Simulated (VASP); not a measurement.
Pd: single point with PBEsol

Crystal: Pd.

```
CELL_PARAMETERS angstrom
4.42567 0.00000 0.00000
-2.21283 3.83274 0.00000
0.00000 0.00000 2.63374
ATOMIC_POSITIONS crystal
Pd 0.00000 0.00000 0.00000
Pd 0.33333 0.66667 0.50000
Pd 0.66667 0.33333 0.50000
```

This isn't the form of Pd at room conditions, which is fcc.

```yaml
Program: VASP 6.6.1
Task: single point
Functional: PBEsol
Potentials_or_basis: VASP PAW PBE potentials, release 64 (Pd)
Cutoff: 520 eV
k_mesh: 9 × 9 × 13
Occupations: fermi-dirac, width 0.1 eV
Spin: no spin polarisation
Dipole_correction: no
Further_INCAR_settings: ALGO = Normal; EDIFF = 1e-06; NBANDS = 22
```

- Pressure: -0.3 GPa
- Band gap on the k mesh: zero (bands 15 and 16 overlap by 0.89 eV)

Stress tensor (GPa, compression positive):
```
-0.41  0.00  0.00
 0.00 -0.41  0.00
 0.00  0.00  0.00
```

Levels at points of the mesh, in eV from the Fermi level:
| k point | band 12 | band 13 | band 14 | band 15 | band 16 | band 17 | band 18 | band 19 |
| --- | --- | --- | --- | --- | --- | --- | --- | --- |
| (0.00, 0.00, 0.00) | -1.60 | -1.49 | -1.49 | 0.14 | 0.14 | 7.46 | 7.46 | 7.47 |

It took 25 s on 1 thread of Intel(R) Xeon(R) 6975P-C (Granite Rapids), on a shared host, peak memory 0.2 GiB.

Caveat: the PAW data sets were made with another functional, which shifts forces and pressure a little.
